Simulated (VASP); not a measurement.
# Mo: single point with PBE

Mo:

```
Mo
1.0
     0.00665    1.99547    2.02943
     2.01508    0.01354    2.02254
     2.01778    1.99128    0.01084
Mo
1
Direct
  0.00000 0.00000 0.00000
```

This cell differs from its parent crystal: the cell strained at random.

```json
{
  "Program": "VASP 6.6.1",
  "Task": "single point",
  "Functional": "PBE",
  "Potentials or basis": "VASP PAW PBE potentials, release 64 (Mo_sv)",
  "Cutoff": "520 eV",
  "k mesh": "16 × 16 × 16",
  "Occupations": "gaussian, width 0.1 eV",
  "Spin": "no spin polarisation"
}
```

```yaml
Pressure: -1.4 GPa
Band_gap_on_the_k_mesh: zero (bands 7 and 8 overlap by 4.52 eV)
```

Stress tensor (GPa, compression positive):
```
-0.54  0.10  0.01
 0.10 -3.86  0.21
 0.01  0.21  0.28
```

Levels at points of the mesh, in eV from the Fermi level:
| k point | band 3 | band 4 | band 5 | band 6 | band 7 | band 8 | band 9 | band 10 | band 11 | band 12 |
| --- | --- | --- | --- | --- | --- | --- | --- | --- | --- | --- |
| (0.00, 0.00, 0.00) | -34.08 | -34.06 | -6.70 | -0.81 | -0.73 | -0.55 | 1.82 | 2.07 | 13.10 | 18.06 |
| (0.50, 0.00, 0.00) | -34.26 | -34.22 | -4.55 | -1.01 | -0.73 | 1.52 | 3.90 | 4.04 | 10.96 | 12.79 |
| (0.00, 0.50, 0.00) | -34.26 | -34.24 | -4.56 | -0.96 | -0.83 | 1.59 | 3.90 | 4.09 | 11.06 | 12.74 |
| (0.50, 0.50, 0.00) | -34.53 | -34.49 | -4.89 | -4.20 | 3.84 | 3.94 | 4.47 | 4.63 | 12.39 | 12.64 |
| (0.00, 0.00, 0.50) | -34.27 | -34.23 | -4.56 | -1.02 | -0.75 | 1.56 | 3.92 | 4.05 | 11.02 | 12.76 |
| (0.50, 0.00, 0.50) | -34.56 | -34.55 | -4.90 | -4.24 | 3.92 | 4.18 | 4.54 | 4.59 | 12.22 | 12.30 |
| (0.00, 0.50, 0.50) | -34.54 | -34.50 | -4.89 | -4.21 | 3.92 | 3.94 | 4.45 | 4.66 | 12.27 | 12.65 |
| (0.50, 0.50, 0.50) | -34.24 | -34.21 | -4.55 | -0.98 | -0.72 | 1.45 | 3.91 | 4.00 | 10.87 | 12.83 |

It took 3.2 min on 1 thread of Intel(R) Xeon(R) Platinum 8488C (Sapphire Rapids), with other jobs on the host, peak memory 0.49 GiB.

Caveat: the cell differs from its parent crystal (the cell strained at random).
